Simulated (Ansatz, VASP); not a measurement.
## Two plane-wave programs on BaTiO3

```
Ba Ti O
1.0
     3.89867    0.00000    0.00000
     0.00000    3.89867    0.00000
     0.00000    0.00000    4.11627
Ba Ti O
1 1 3
Cartesian
  1.9493 1.9493 2.0581
  0.0000 0.0000 0.0000
  1.9493 0.0000 0.0000
  0.0000 1.9493 0.0000
  0.0000 0.0000 2.0581
```

Alike in both runs: task single point; functional PBE; k mesh 8 × 8 × 8; occupations gaussian, width 0.02 eV; no spin polarisation.

|  | VASP | Ansatz |
| --- | --- | --- |
| version | VASP 6.6.1 | Ansatz 0.2.0 |
| potentials or method | VASP PAW PBE potentials, release 64 (Ba_sv, Ti_sv, O), cutoff 520 eV | scalar-relativistic, plane waves, PAW |
| valence electrons in the cell | 40 | 40 |

Ansatz gave:

* gap on the k mesh at the Fermi level (eV): 1.74
* least direct gap on the mesh (eV): 1.89
* pressure (GPa): 7.3
* traceless stress, the component that is largest in VASP (GPa): -7.32

Q: Estimate VASP's values.

A: gap on the k mesh at the Fermi level (eV): 1.68; least direct gap on the mesh (eV): 1.86; pressure (GPa): 9.3; traceless stress, the component that is largest in VASP (GPa): -7.60.

The functional is the same, so the differences come from potentials, cutoffs and numerics.

Neither program's run includes spin-orbit coupling.
